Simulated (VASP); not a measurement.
# TaF3 (P4_2/mmc) in VASP: single point with PBE

Aim: the single point of TaF3 with PBE.

Program: VASP 6.6.1. These are calculated values, not measurements. Logs are shortened: lines on timing, memory, paths and dates and some standing lists are left out, and cuts for length are marked.

### 1 The cell of the first run

Symmetry: P4_2/mmc, No. 131, tetragonal system. The conventional cell has a = 3.926 Å, b = 3.926 Å, c = 7.703 Å, α = 90.00°, β = 90.00°, γ = 90.00°. Ta (site symmetry -4m2) has 6 F at 1.93 to 2.18 Å within 2.6 Å. F (site symmetry 2mm) has 3 F at 1.96 to 2.19 Å and 2 Ta at 2.18 Å within 2.6 Å. F (site symmetry mmm) has 2 Ta at 1.93 Å and 4 F at 2.19 Å within 2.6 Å.

### 2 Single point, PBE, collinear spin

INCAR reads:

```
SYSTEM = TaF3
PREC = Accurate
ENCUT = 520
EDIFF = 1E-6
ISMEAR = 0
SIGMA = 0.1
LREAL = .FALSE.
LASPH = .TRUE.
NELM = 150
ALGO = Normal
ISIF = 2
LWAVE = .FALSE.
LCHARG = .FALSE.
ISPIN = 2
MAGMOM = 1 1 0 0 0 0 0 0
LORBIT = 11
LMAXMIX = 4
GGA = PE
NBANDS = 46
```

KPOINTS reads:

```
Automatic mesh
0
G
  4 4 2
  0 0 0
```

POSCAR reads:

```
TaF3
1.0
    3.9260031300      0.0000000000      0.0000000000
    0.0000000000      3.9260031300      0.0000000000
    0.0000000000      0.0000000000      7.7031878100
Ta F
2 6
Direct
    0.0000000000      0.0000000000      0.7500000000
    0.0000000000      0.0000000000      0.2500000000
    0.5000000000      0.0000000000      0.6269609400
    0.5000000000      0.0000000000      0.3730390600
    0.0000000000      0.5000000000      0.8730390600
    0.0000000000      0.5000000000      0.1269609400
    0.0000000000      0.0000000000      0.0000000000
    0.0000000000      0.0000000000      0.5000000000
```

Potentials or basis: VASP PAW PBE potentials, release 64 (Ta_pv, F).

Launch:

```bash
$ cat potpaw_PBE.64/Ta_pv/POTCAR potpaw_PBE.64/F/POTCAR > POTCAR
$ mpirun -np 1 vasp_std > vasp.out
```

OUTCAR:

```text
SYSTEM = TaF3
   PREC = Accurate
   ENCUT = 520
   EDIFF = 1E-6
   ISMEAR = 0
   LREAL = .FALSE.
   LASPH = .TRUE.
   NELM = 150
   ISIF = 2
   ISPIN = 2
   LORBIT = 11
   GGA = PE

 ion  position               nearest neighbor table
   1  0.000  0.000  0.750-   7 1.93   8 1.93   3 2.18   5 2.18   5 2.18   3 2.18
   2  0.000  0.000  0.250-   7 1.93   8 1.93   4 2.18   4 2.18   6 2.18   6 2.18
   3  0.500  0.000  0.627-   1 2.18   1 2.18
   4  0.500  0.000  0.373-   2 2.18   2 2.18
   5  0.000  0.500  0.873-   1 2.18   1 2.18
   6  0.000  0.500  0.127-   2 2.18   2 2.18
   7  0.000  0.000  0.000-   1 1.93   2 1.93
   8  0.000  0.000  0.500-   1 1.93   2 1.93

  LATTYP: Found a simple tetragonal cell.
 ALAT       =     3.9260031300
 C/A-ratio  =     1.9620941591

  Lattice vectors:

 A1 = (   3.9260031300,   0.0000000000,   0.0000000000)
 A2 = (   0.0000000000,   3.9260031300,   0.0000000000)
 A3 = (   0.0000000000,   0.0000000000,   7.7031878100)

Analysis of symmetry for initial positions (statically):
=====================================================================
 Subroutine PRICEL returns:
 Original cell was already a primitive cell.

 Routine SETGRP: Setting up the symmetry group for a
 simple tetragonal supercell.

 Subroutine GETGRP returns: Found 16 space group operations
 (whereof  8 operations were pure point group operations)
 out of a pool of 16 trial point group operations.

The static configuration has the point symmetry D_2h.
 The point group associated with its full space group is D_4h.

Analysis of symmetry for dynamics (positions and initial velocities):
=====================================================================
 Subroutine PRICEL returns:
 Original cell was already a primitive cell.

 Routine SETGRP: Setting up the symmetry group for a
 simple tetragonal supercell.

 Subroutine GETGRP returns: Found 16 space group operations
 (whereof  8 operations were pure point group operations)
 out of a pool of 16 trial point group operations.

The dynamic configuration has the point symmetry D_2h.
 The point group associated with its full space group is D_4h.

Analysis of structural, dynamic, and magnetic symmetry:
=====================================================================
 Subroutine PRICEL returns:
 Original cell was already a primitive cell.

 Routine SETGRP: Setting up the symmetry group for a
 simple tetragonal supercell.

 Subroutine GETGRP returns: Found 16 space group operations
 (whereof  8 operations were pure point group operations)
 out of a pool of 16 trial point group operations.

The overall configuration has the point symmetry D_2h.
 The point group associated with its full space group is D_4h.

 Subroutine INISYM returns: Found 16 space group operations
 (whereof  8 operations are pure point group operations),
 and found     1 'primitive' translations

----------------------------------------------------------------------------------------

                                     Primitive cell

  volume of cell :     118.7331

  direct lattice vectors                    reciprocal lattice vectors
     3.926003130  0.000000000  0.000000000     0.254711972  0.000000000  0.000000000
     0.000000000  3.926003130  0.000000000     0.000000000  0.254711972  0.000000000
     0.000000000  0.000000000  7.703187810     0.000000000  0.000000000  0.129816386

  length of vectors
     3.926003130  3.926003130  7.703187810     0.254711972  0.254711972  0.129816386

  position of ions in fractional coordinates (direct lattice)
     0.000000000  0.000000000  0.750000000
     0.000000000  0.000000000  0.250000000
     0.500000000  0.000000000  0.626960940
     0.500000000  0.000000000  0.373039060
     0.000000000  0.500000000  0.873039060
     0.000000000  0.500000000  0.126960940
     0.000000000  0.000000000  0.000000000
     0.000000000  0.000000000  0.500000000

  ion indices of the primitive-cell ions
   primitive index   ion index
                 1           1
                 2           2
                 3           3
                 4           4
                 5           5
                 6           6
                 7           7
                 8           8

[... 44 lines left out ...]
   dimension x,y,z NGXF=    60 NGYF=   60 NGZF=  120
   ions per type =               2   6
   NGX,Y,Z   is equivalent  to a cutoff of  12.70, 12.70, 12.95 a.u.
   NGXF,Y,Z  is equivalent  to a cutoff of  25.41, 25.41, 25.90 a.u.
 SYSTEM =  TaF3
   PREC   = accura    normal or accurate (medium, high low for compatibility)
   ISTART =      0    job   : 0-new  1-cont  2-samecut
   ICHARG =      2    charge: 1-file 2-atom 10-const
   ISPIN  =      2    spin polarized calculation?
   LNONCOLLINEAR =      F non collinear calculations
   LSORBIT =      F    spin-orbit coupling
   LASPH  =      T    aspherical Exc in radial PAW
   ENCUT  =  520.0 eV  38.22 Ry    6.18 a.u.   7.30  7.30 14.32*2*pi/ulx,y,z
   NELM   =    150;   NELMIN=  2; NELMDL= -5     # of ELM steps
   EDIFF  = 0.1E-05   stopping-criterion for ELM
   LREAL  =      F    real-space projection
   EDIFFG = 0.1E-04   stopping-criterion for IOM
   NSW    =      0    number of steps for IOM
   IBRION =     -1    ionic relax: 0-MD 1-quasi-New 2-CG
   NFREE  =      0    steps in history (QN), initial steepest desc. (CG)
   ISIF   =      2    stress and relaxation
   ISYM   =      2    0-nonsym 1-usesym 2-fastsym
   POTIM  = 0.5000    time-step for ionic-motion
   TEBEG  =    0.0;   TEEND  =   0.0 temperature during run
   PSTRESS=    0.0 pullay stress
   NELECT =      64.0000    total number of electrons
   NUPDOWN=      -1.0000    fix difference up-down
   EMIN   =  10.00;   EMAX   =-10.00  energy-range for DOS
   EFERMI =   0.00;   METHOD = LEGACY
   ISMEAR =     0;   SIGMA  =   0.10  broadening in eV -4-tet -1-fermi 0-gaus
   EFERMI_NEDOS =   21; number of points for ismear=-14 and -15
   IALGO  =     38    algorithm
   IMIX   =      4    mixing-type and parameters
     AMIX     =   0.40;   BMIX     =  1.00
     AMIX_MAG =   1.60;   BMIX_MAG =  1.00
  volume/ion in A,a.u.               =      14.84       100.16
  Fermi-wavevector in a.u.,A,eV,Ry     =   1.332327  2.517733 24.151645  1.775096
  Thomas-Fermi vector in A             =   2.461270
   LORBIT       =     11    0 simple, 1 ext, 2 COOP (PROOUT), +10 PAW based schemes
   GGA     = PE    functional components
   LHFCALC =     F    Hartree Fock is set to
   AEXX    =    0.0000 exact exchange contribution
   IVDW    =     0    specifies the selected vdW correction
   LEPSILON=     F    determine dielectric tensor
   LRPA    =     F    only Hartree local field effects (RPA)
 spin polarized calculation
 Gauss-broadening in eV      SIGMA  =   0.10
  energy-cutoff  :      520.00
  volume of cell :      118.73
 maximum number of plane-waves:      3221
 NGX is ok and might be reduce to    30
   NGX = 15   NGY = 15   NGZ = 29

 number of electron      63.9999981 magnetization       3.7275135

 Free energy of the ion-electron system (eV)
  ---------------------------------------------------
  ext. energy  EPLUGINS =         0.00000000
  ---------------------------------------------------
  free energy    TOTEN  =       -47.45835257 eV

  energy without entropy =      -47.43297819  energy(sigma->0) =      -47.44566538

 E-fermi :   3.8353     XC(G=0):  -9.2914

 val. band max:        3.7797398923   @ k =   0.5000   0.0000   0.0000
 cond. band min:       3.8355150742   @ k =   0.2500   0.2500   0.5000
 fundamental gap:      0.0557751819
 Fermi energy:         3.8353262087

 spin component 1

 k-point     1 :       0.0000    0.0000    0.0000
  band No.  band energies     occupation
      1     -34.1578      1.00000
      2     -33.8066      1.00000
      3     -33.3622      1.00000
      4     -33.3619      1.00000
      5     -33.3550      1.00000
      6     -33.3547      1.00000
[... 553 lines left out ...]
     43      10.3243      0.00000
     44      10.3243      0.00000
 Fermi energy:         3.8353262087

 spin component 2

 k-point     1 :       0.0000    0.0000    0.0000
  band No.  band energies     occupation
      1     -33.5210      1.00000
      2     -33.1331      1.00000
      3     -32.3751      1.00000
      4     -32.3751      1.00000
      5     -32.3675      1.00000
      6     -32.3675      1.00000
[... 553 lines left out ...]
     43      10.7756      0.00000
     44      10.7756      0.00000
 [bands above 44 left out]

------------------------ aborting loop because EDIFF is reached ----------------------------------------

  FORCE on cell =-STRESS in cart. coord.  units (eV):
  Direction    XX          YY          ZZ          XY          YZ          ZX
  --------------------------------------------------------------------------------------
  -------------------------------------------------------------------------------------
  Total        4.0121676      4.0121676     29.1324913      0.0000000      0.0000000      0.0000000
  in kB       54.1399539     54.1399539    393.1121238      0.0000000      0.0000000      0.0000000
  external PRESSURE =     167.1306772 kB  Pullay stress =       0.0000000 kB

 VOLUME and BASIS-vectors are now :
 -----------------------------------------------------------------------------
  energy-cutoff  :      520.00
  volume of cell :      118.73
      direct lattice vectors                 reciprocal lattice vectors
     3.926003130  0.000000000  0.000000000     0.254711972  0.000000000  0.000000000
     0.000000000  3.926003130  0.000000000     0.000000000  0.254711972  0.000000000
     0.000000000  0.000000000  7.703187810     0.000000000  0.000000000  0.129816386

 POSITION                                       TOTAL-FORCE (eV/Angst)
 -----------------------------------------------------------------------------------
      0.00000      0.00000      5.77739        -0.000000      0.000000     -0.000000
      0.00000      0.00000      1.92580         0.000000     -0.000000     -0.000000
      1.96300      0.00000      4.82960         0.000000     -0.000000      5.495310
      1.96300      0.00000      2.87359        -0.000000      0.000000     -5.495310
      0.00000      1.96300      6.72518         0.000000      0.000000     -5.495310
      0.00000      1.96300      0.97800        -0.000000     -0.000000      5.495310
      0.00000      0.00000      0.00000         0.000000      0.000000     -0.000000
      0.00000      0.00000      3.85159         0.000000      0.000000     -0.000000
 -----------------------------------------------------------------------------------
    total drift:                                0.000000      0.000000      0.000000

  FREE ENERGIE OF THE ION-ELECTRON SYSTEM (eV)
  ---------------------------------------------------
  free  energy   TOTEN  =       -47.4583525701 eV

  energy  without entropy=      -47.4329781867  energy(sigma->0) =      -47.44566538

 total charge

# of ion       s       p       d       tot
------------------------------------------
    1        0.231   6.154   2.308   8.692
    2        0.231   6.154   2.308   8.692
    3        1.755   4.333   0.000   6.088
    4        1.755   4.333   0.000   6.088
    5        1.755   4.333   0.000   6.088
    6        1.755   4.333   0.000   6.088
    7        1.749   4.453   0.000   6.202
    8        1.749   4.453   0.000   6.202
--------------------------------------------------
tot         10.980  38.544   4.616  54.140

 magnetization (x)

# of ion       s       p       d       tot
------------------------------------------
    1        0.028   0.015   1.282   1.325
    2        0.028   0.015   1.282   1.325
    3        0.005   0.032   0.000   0.036
    4        0.005   0.032   0.000   0.036
    5        0.005   0.032   0.000   0.036
    6        0.005   0.032   0.000   0.036
    7       -0.000  -0.002   0.000  -0.003
    8       -0.000  -0.002   0.000  -0.003
--------------------------------------------------
tot          0.072   0.152   2.565   2.790
```

It took 3.9 min on 1 thread of Intel Xeon Platinum 8375C at 2.90GHz (Ice Lake), shared host; peak memory 0.31 GiB.

What came out:

| Quantity | Value |
| --- | --- |
| Free energy | -47.4584 eV |
| Pressure | 16.7 GPa |
| Largest force | 5.495 eV/Å |
| Net moment | 3.73 μB per cell |
| Site moments | Ta +1.32; F +0.04, -0.00 (each value once) μB |
| Valence electrons inside the program's atomic spheres | Ta 8.69; F 6.09, 6.20 (each value once) |

Forces in eV/Å, atoms in the order of the input:
```
Ta   0.000  0.000  0.000
Ta   0.000  0.000  0.000
F    0.000  0.000  5.495
F    0.000  0.000 -5.495
F    0.000  0.000 -5.495
F    0.000  0.000  5.495
F    0.000  0.000  0.000
F    0.000  0.000  0.000
```

Levels at points of the mesh, in eV from the Fermi level:
Spin up:
```tsv
k point	band 31	band 32	band 33	band 34	band 35	band 36	band 37	band 38
(0.00, 0.00, 0.00)	-1.40	-1.18	-1.08	0.11	0.46	0.71	0.71	1.23
(0.50, 0.00, 0.00)	-1.01	-0.88	-0.69	-0.06	0.35	0.48	1.20	1.44
(0.50, 0.50, 0.00)	-1.27	-1.27	-0.52	-0.33	0.21	0.21	1.53	1.54
(0.00, 0.00, 0.50)	-1.13	-1.13	-0.55	-0.55	0.68	0.68	0.88	0.88
(0.50, 0.00, 0.50)	-0.78	-0.78	-0.46	-0.13	0.55	0.56	0.64	1.47
(0.50, 0.50, 0.50)	-0.76	-0.76	-0.43	-0.43	-0.26	-0.26	1.69	1.69
```
Spin down:
```
           k point  band 26  band 27  band 28  band 29  band 30  band 31  band 32  band 33  band 34  band 35
(0.00, 0.00, 0.00)    -6.27    -5.94    -5.69    -5.61    -5.61    -0.65     0.80     0.81     0.93     1.31
(0.50, 0.00, 0.00)    -6.55    -6.46    -5.76    -5.60    -5.11     0.17     0.76     0.95     1.15     1.34
(0.50, 0.50, 0.00)    -7.08    -7.06    -6.09    -5.15    -5.15    -0.06    -0.06     1.09     1.25     1.25
(0.00, 0.00, 0.50)    -6.28    -5.86    -5.86    -5.62    -5.62     0.18     0.18     0.86     0.86     1.40
(0.50, 0.00, 0.50)    -6.49    -6.46    -5.79    -5.61    -5.14     0.68     0.92     1.02     1.08     1.26
(0.50, 0.50, 0.50)    -7.10    -6.41    -6.41    -5.15    -5.15     0.43     0.43     0.81     0.81     1.19
```

Caveat: the k points lie up to 0.41 Å⁻¹ apart; spin-orbit coupling is left out, which moves the levels of the heavy elements; forces of over 1 eV/Å act on the atoms, so gaps and moduli don't describe the material at rest.
